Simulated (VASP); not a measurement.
A run of VASP 6.6.1:

File INCAR:

```
SYSTEM = GaN
PREC = Accurate ; ENCUT = 520
EDIFF = 1E-6 ; ISMEAR = 0
SIGMA = 0.05 ; LREAL = .False.
LASPH = .True. ; NELM = 100
ALGO = Normal ; ISIF = 2
LWAVE = .False. ; LCHARG = .False.
GGA = PE ; NBANDS = 16
```

File KPOINTS:

```
regular mesh
0
Gamma
  10 10 10
  0 0 0
```

The input POSCAR:

```
GaN
1.0
    0.0000000000      2.2535006075      2.3661756379
    2.2535006075      0.0000000000      2.3661756379
    2.2535006075      2.2535006075      0.0000000000
Ga N
1 1
Direct
    0.0000000000      0.0000000000      0.0000000000
    0.7500000000      0.7500000000      0.7500000000
```

Potentials or basis: VASP PAW PBE potentials, release 64 (Ga_d, N).

Launch:

```sh
$ cat potpaw_PBE.64/Ga_d/POTCAR potpaw_PBE.64/N/POTCAR > POTCAR
$ mpirun -np 1 vasp_std > vasp.out
```

Hardware: 1 thread of Intel(R) Xeon(R) Platinum 8559C (Emerald Rapids) (shared host).

Q: How long does it take, and how much memory?

A: Wall time 15 s on 1 thread of Intel(R) Xeon(R) Platinum 8559C (Emerald Rapids), with other jobs on the host, peak memory 0.16 GiB. Counts: scf iterations 13, k points 102.
